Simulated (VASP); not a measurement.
# BN (P6_3mc) in VASP: notebook

BN is run at these levels: PBEsol; tasks: single point.

All numbers are computed with VASP 6.6.1; they aren't measurements. Logs are shortened: lines on timing, memory, paths and dates and some standing lists are left out, and cuts for length are marked.

**1. The cell of the first run**

The structure is hexagonal, space group P6_3mc (No. 186). The conventional cell has a = 2.502 Å, b = 2.502 Å, c = 4.210 Å, α = 90.00°, β = 90.00°, γ = 120.00°. B (site symmetry 3m) has 4 N at 1.54 to 1.57 Å within 2.1 Å. N (site symmetry 3m) has 4 B at 1.54 to 1.57 Å within 2.1 Å.

**2. Single point, PBEsol (strained cell)**

File INCAR:

```
SYSTEM = BN
PREC = Accurate
ENCUT = 1330
EDIFF = 1E-6
ISMEAR = 0
SIGMA = 0.02
LREAL = .False.
LASPH = .True.
NELM = 120
ALGO = Normal
ISIF = 2
LWAVE = .False.
LCHARG = .True.
GGA = PS
LELF = .True.
LVHAR = .True.
NBANDS = 16
GGA_COMPAT = .False.
```

File KPOINTS:

```
Automatic mesh
0
Gamma
  9 9 6
  0 0 0
```

File POSCAR:

```
BN
1.0
    2.5024521521      0.0000000000      0.0000000000
   -1.2512260760      2.1671871355      0.0000000000
    0.0000000000      0.0000000000      4.2100964423
B N
2 2
Direct
    0.3333333333      0.6666666667      0.0000745354
    0.6666666667      0.3333333333      0.5000745354
    0.3333333333      0.6666666667      0.3739254646
    0.6666666667      0.3333333333      0.8739254646
```

Potentials or basis: VASP PAW PBE potentials, release 64 (B_h, N_h).

The run is started by

```
> cat potpaw_PBE.64/B_h/POTCAR potpaw_PBE.64/N_h/POTCAR > POTCAR
> mpirun -np 1 vasp_std > vasp.out
```

OUTCAR:

```text
SYSTEM = BN
   PREC = Accurate
   ENCUT = 1330
   EDIFF = 1E-6
   ISMEAR = 0
   LREAL = .False.
   LASPH = .True.
   NELM = 120
   ISIF = 2
   GGA = PS

 ion  position               nearest neighbor table
   1  0.333  0.667  0.000-
   2  0.667  0.333  0.500-
   3  0.333  0.667  0.374-
   4  0.667  0.333  0.874-

  LATTYP: Found a hexagonal cell.
 ALAT       =     2.5024521521
 C/A-ratio  =     1.6823883880

  Lattice vectors:

 A1 = (   2.5024521521,   0.0000000000,   0.0000000000)
 A2 = (  -1.2512260760,   2.1671871355,   0.0000000000)
 A3 = (   0.0000000000,   0.0000000000,   4.2100964423)

Analysis of symmetry for initial positions (statically):
=====================================================================
 Subroutine PRICEL returns:
 Original cell was already a primitive cell.

 Routine SETGRP: Setting up the symmetry group for a
 hexagonal supercell.

 Subroutine GETGRP returns: Found 12 space group operations
 (whereof  6 operations were pure point group operations)
 out of a pool of 24 trial point group operations.

The static configuration has the point symmetry C_3v.
 The point group associated with its full space group is C_6v.

Analysis of symmetry for dynamics (positions and initial velocities):
=====================================================================
 Subroutine PRICEL returns:
 Original cell was already a primitive cell.

 Routine SETGRP: Setting up the symmetry group for a
 hexagonal supercell.

 Subroutine GETGRP returns: Found 12 space group operations
 (whereof  6 operations were pure point group operations)
 out of a pool of 24 trial point group operations.

The dynamic configuration has the point symmetry C_3v.
 The point group associated with its full space group is C_6v.

 Subroutine INISYM returns: Found 12 space group operations
 (whereof  6 operations are pure point group operations),
 and found     1 'primitive' translations

----------------------------------------------------------------------------------------

                                     Primitive cell

  volume of cell :      22.8325

  direct lattice vectors                    reciprocal lattice vectors
     2.502452152  0.000000000  0.000000000     0.399608040  0.230713810  0.000000000
    -1.251226076  2.167187135  0.000000000     0.000000000  0.461427619  0.000000000
     0.000000000  0.000000000  4.210096442     0.000000000  0.000000000  0.237524250

  length of vectors
     2.502452152  2.502452152  4.210096442     0.461427619  0.461427619  0.237524250

  position of ions in fractional coordinates (direct lattice)
     0.333333333  0.666666667  0.000074535
     0.666666667  0.333333333  0.500074535
     0.333333333  0.666666667  0.373925465
     0.666666667  0.333333333  0.873925465

  ion indices of the primitive-cell ions
   primitive index   ion index
                 1           1
                 2           2
                 3           3
                 4           4

----------------------------------------------------------------------------------------

 KPOINTS: Automatic mesh

Automatic generation of k-mesh.
 Grid dimensions read from file:
 generate k-points for:    9    9    6

 Generating k-lattice:

  Cartesian coordinates                     Fractional coordinates (reciprocal lattice)
     0.044400893  0.025634868  0.000000000     0.111111111  0.000000000  0.000000000
     0.000000000  0.051269735  0.000000000     0.000000000  0.111111111  0.000000000
     0.000000000  0.000000000  0.039587375     0.000000000  0.000000000  0.166666667

  Length of vectors
     0.051269735  0.051269735  0.039587375

  Shift w.r.t. Gamma in fractional coordinates (k-lattice)
     0.000000000  0.000000000  0.000000000

 Subroutine IBZKPT returns following result:
 ===========================================

 Found     48 irreducible k-points:

 Following reciprocal coordinates:
            Coordinates               Weight
  0.000000  0.000000  0.000000      1.000000
  0.111111  0.000000  0.000000      6.000000
  0.222222  0.000000  0.000000      6.000000
  0.333333  0.000000  0.000000      6.000000
  0.444444  0.000000  0.000000      6.000000
  0.111111  0.111111  0.000000      6.000000
[... 16 lines left out ...]
  0.333333  0.222222  0.166667     24.000000
  0.333333  0.333333  0.166667      4.000000
 [... further k-points ...]
   k-points           NKPTS =     48   k-points in BZ     NKDIM =     48   number of bands    NBANDS=     16
   number of dos      NEDOS =    301   number of ions     NIONS =      4
   total plane-waves  NPLWV =  45000
   dimension x,y,z NGX =    30 NGY =   30 NGZ =   50
   dimension x,y,z NGXF=    60 NGYF=   60 NGZF=  100
   ions per type =               2   2
   NGX,Y,Z   is equivalent  to a cutoff of  19.93, 19.93, 19.74 a.u.
   NGXF,Y,Z  is equivalent  to a cutoff of  39.86, 39.86, 39.49 a.u.
 SYSTEM =  BN
   PREC   = accura    normal or accurate (medium, high low for compatibility)
   ISTART =      0    job   : 0-new  1-cont  2-samecut
   ICHARG =      2    charge: 1-file 2-atom 10-const
   ISPIN  =      1    spin polarized calculation?
   LNONCOLLINEAR =      F non collinear calculations
   LSORBIT =      F    spin-orbit coupling
   LASPH  =      T    aspherical Exc in radial PAW
   ENCUT  = 1330.0 eV  97.75 Ry    9.89 a.u.   7.44  7.44 12.52*2*pi/ulx,y,z
   NELM   =    120;   NELMIN=  2; NELMDL= -5     # of ELM steps
   EDIFF  = 0.1E-05   stopping-criterion for ELM
   LREAL  =      F    real-space projection
   EDIFFG = 0.1E-04   stopping-criterion for IOM
   NSW    =      0    number of steps for IOM
   IBRION =     -1    ionic relax: 0-MD 1-quasi-New 2-CG
   NFREE  =      0    steps in history (QN), initial steepest desc. (CG)
   ISIF   =      2    stress and relaxation
   ISYM   =      2    0-nonsym 1-usesym 2-fastsym
   POTIM  = 0.5000    time-step for ionic-motion
   TEBEG  =    0.0;   TEEND  =   0.0 temperature during run
   PSTRESS=    0.0 pullay stress
   NELECT =      16.0000    total number of electrons
   NUPDOWN=      -1.0000    fix difference up-down
   EMIN   =  10.00;   EMAX   =-10.00  energy-range for DOS
   EFERMI =   0.00;   METHOD = LEGACY
   ISMEAR =     0;   SIGMA  =   0.02  broadening in eV -4-tet -1-fermi 0-gaus
   EFERMI_NEDOS =   21; number of points for ismear=-14 and -15
   IALGO  =     38    algorithm
   IMIX   =      4    mixing-type and parameters
     AMIX     =   0.40;   BMIX     =  1.00
     AMIX_MAG =   1.60;   BMIX_MAG =  1.00
  volume/ion in A,a.u.               =       5.71        38.52
  Fermi-wavevector in a.u.,A,eV,Ry     =   1.454108  2.747866 28.768578  2.114431
  Thomas-Fermi vector in A             =   2.571297
   LORBIT       =      0    0 simple, 1 ext, 2 COOP (PROOUT), +10 PAW based schemes
   GGA     = PS    functional components
   LHFCALC =     F    Hartree Fock is set to
   AEXX    =    0.0000 exact exchange contribution
   IVDW    =     0    specifies the selected vdW correction
   LEPSILON=     F    determine dielectric tensor
   LRPA    =     F    only Hartree local field effects (RPA)
 non-spin polarized calculation
 Gauss-broadening in eV      SIGMA  =   0.02
  energy-cutoff  :     1330.00
  volume of cell :       22.83
 maximum number of plane-waves:      2563
 NGX is ok and might be reduce to    30
   NGX = 15   NGY = 15   NGZ = 25

 number of electron      16.0000000 magnetization

 Free energy of the ion-electron system (eV)
  ---------------------------------------------------
  ext. energy  EPLUGINS =         0.00000000
  ---------------------------------------------------
  free energy    TOTEN  =       -36.63772710 eV

  energy without entropy =      -36.63772710  energy(sigma->0) =      -36.63772710

 E-fermi :   9.9360     XC(G=0): -13.3115

 val. band max:        9.7461064195   @ k =   0.0000   0.0000   0.0000
 cond. band min:      14.5420526237   @ k =   0.3333   0.3333   0.0000
 fundamental gap:      4.7959462042
 Fermi energy:         9.9359537078

 k-point     1 :       0.0000    0.0000    0.0000
  band No.  band energies     occupation
      1     -11.1209      2.00000
      2      -6.9093      2.00000
      3      -1.6769      2.00000
      4       7.6555      2.00000
      5       7.6555      2.00000
      6       9.3389      2.00000
[... 8 lines left out ...]
     15      21.8674      0.00000
     16      26.0325      0.00000

 k-point     2 :       0.1111    0.0000    0.0000
  band No.  band energies     occupation
      1     -10.8402      2.00000
      2      -6.6887      2.00000
      3      -1.3984      2.00000
      4       6.4322      2.00000
      5       7.1471      2.00000
      6       8.7339      2.00000
[... 8 lines left out ...]
     15      22.6687      0.00000
     16      25.5983      0.00000

 k-point     3 :       0.2222    0.0000    0.0000
  band No.  band energies     occupation
      1     -10.0132      2.00000
      2      -6.0804      2.00000
      3      -0.5828      2.00000
      4       3.8155      2.00000
      5       6.1215      2.00000
      6       6.4660      2.00000
[... 8 lines left out ...]
     15      24.5534      0.00000
     16      25.1818      0.00000

 k-point     4 :       0.3333    0.0000    0.0000
  band No.  band energies     occupation
      1      -8.7048      2.00000
      2      -5.3475      2.00000
      3       0.6484      2.00000
      4       1.2778      2.00000
      5       3.9755      2.00000
      6       5.2086      2.00000
[... 8 lines left out ...]
     15      25.8275      0.00000
     16      26.5661      0.00000
[... 324 lines left out ...]
 k-point    22 :       0.2222    0.2222    0.1667
  band No.  band energies     occupation
      1      -7.8228      2.00000
      2      -5.3121      2.00000
      3       1.0021      2.00000
      4       2.0425      2.00000
      5       2.7167      2.00000
      6       4.0573      2.00000
[... 8 lines left out ...]
     15      25.2324      0.00000
     16      26.3979      0.00000

 k-point    23 :       0.3333    0.2222    0.1667
  band No.  band energies     occupation
      1      -6.4245      2.00000
      2      -5.1262      2.00000
      3       0.2573      2.00000
      4       1.4180      2.00000
      5       2.4829      2.00000
      6       3.7875      2.00000
[... 8 lines left out ...]
     15      26.0138      0.00000
     16      26.6464      0.00000

 k-point    24 :       0.3333    0.3333    0.1667
  band No.  band energies     occupation
      1      -5.4534      2.00000
      2      -5.4534      2.00000
      3       0.2353      2.00000
      4       1.6808      2.00000
      5       1.6808      2.00000
      6       3.4736      2.00000
[... 8 lines left out ...]
     15      26.2117      0.00000
     16      26.2117      0.00000

 [... further k-points ...]
[... 5 lines left out ...]
  --------------------------------------------------------------------------------------
  -------------------------------------------------------------------------------------
  Total        2.5184516      2.5184516      0.0329463      0.0000000      0.0000000     -0.0000000
  in kB      176.7217301    176.7217301      2.3118703      0.0000000      0.0000000     -0.0000000
  external PRESSURE =     118.5851102 kB  Pullay stress =       0.0000000 kB

 VOLUME and BASIS-vectors are now :
 -----------------------------------------------------------------------------
  energy-cutoff  :     1330.00
  volume of cell :       22.83
      direct lattice vectors                 reciprocal lattice vectors
     2.502452152  0.000000000  0.000000000     0.399608040  0.230713810  0.000000000
    -1.251226076  2.167187135  0.000000000     0.000000000  0.461427619  0.000000000
     0.000000000  0.000000000  4.210096442     0.000000000  0.000000000  0.237524250

 POSITION                                       TOTAL-FORCE (eV/Angst)
 -----------------------------------------------------------------------------------
     -0.00000      1.44479      0.00031         0.000000     -0.000000      0.003746
      1.25123      0.72240      2.10536        -0.000000     -0.000000      0.003746
     -0.00000      1.44479      1.57426        -0.000000      0.000000     -0.003746
      1.25123      0.72240      3.67931         0.000000     -0.000000     -0.003746
 -----------------------------------------------------------------------------------
    total drift:                               -0.000000      0.000000     -0.001198

  FREE ENERGIE OF THE ION-ELECTRON SYSTEM (eV)
  ---------------------------------------------------
  free  energy   TOTEN  =       -36.6377271049 eV

  energy  without entropy=      -36.6377271049  energy(sigma->0) =      -36.63772710
```

Run time: 53 s. Hardware: 1 thread of Intel Xeon Platinum 8259CL at 2.50GHz (Skylake/Cascade Lake), shared host; peak memory 0.22 GiB.

Results:

| Property | Result |
| --- | --- |
| Free energy | -36.6377 eV |
| Pressure | 11.9 GPa |
| Largest force | 0.004 eV/Å |
| Band gap on the k mesh | 4.80 eV (least direct gap 8.19 eV) |

Forces on the atoms (eV/Å):
```
B    0.000  0.000  0.004
B    0.000  0.000  0.004
N    0.000  0.000 -0.004
N    0.000  0.000 -0.004
```

Stress tensor (GPa, compression positive):
```
17.67  0.00  0.00
 0.00 17.67  0.00
 0.00  0.00  0.23
```

Caveat: the cell differs from its parent crystal (strained cell); the stress differs along the axes, from 0 to 18 GPa; the PAW data sets were made with another functional, which shifts forces and pressure a little. A k mesh can miss the band edges.

**3. Single point, PBEsol (strained cell)**

File INCAR:

```
SYSTEM = BN
  PREC = Accurate
  ENCUT = 1330
  EDIFF = 1E-6
  ISMEAR = 0
  SIGMA = 0.02
  LREAL = .False.
  LASPH = .True.
  NELM = 120
  ALGO = Normal
  ISIF = 2
  LWAVE = .False.
  LCHARG = .True.
  GGA = PS
  LELF = .True.
  LVHAR = .True.
  NBANDS = 16
  GGA_COMPAT = .False.
```

KPOINTS is that of step 2.

POSCAR: that of step 2 with these lines changed.

```diff
@@ -4,3 +4,3 @@
    -1.2512260760      2.1671871355      0.0000000000
-    0.0000000000      0.0000000000      4.2100964423
+    0.0000000000      0.0000000000      4.2124704492
 B N
```

Potentials or basis: VASP PAW PBE potentials, release 64 (B_h, N_h).

The run is started by

```
> cat potpaw_PBE.64/B_h/POTCAR potpaw_PBE.64/N_h/POTCAR > POTCAR
> mpirun -np 1 vasp_std > vasp.out
```

Run time: 30 s. Hardware: 1 thread of AMD EPYC 9R45 (Zen 5), shared host; peak memory 0.19 GiB.

Results (log left out):

| Item | Value |
| --- | --- |
| Free energy | -36.6377 eV |
| Pressure | 11.6 GPa |
| Largest force | 0.004 eV/Å |
| Band gap on the k mesh | 4.79 eV (least direct gap 8.16 eV) |

Forces in eV/Å, atoms in the order of the input:
```
B    0.000  0.000  0.004
B    0.000  0.000  0.004
N    0.000  0.000 -0.004
N    0.000  0.000 -0.004
```

Stress tensor (GPa, compression positive):
```
17.63  0.00  0.00
 0.00 17.63  0.00
 0.00  0.00 -0.38
```

Levels at points of the mesh, in eV from the valence-band top:
```csv
k point,band 5,band 6,band 7,band 8,band 9,band 10,band 11,band 12
"(0.00, 0.00, 0.00)",-2.09,-0.41,0.00,0.00,8.16,8.59,8.59,10.24
"(0.00, 0.00, 0.50)",-1.15,-1.15,-1.15,-1.15,9.95,9.95,10.15,10.15
```

Caveat: the cell differs from its parent crystal (strained cell); the stress differs along the axes, from -0 to 18 GPa; the PAW data sets were made with another functional, which shifts forces and pressure a little. A k mesh can miss the band edges.
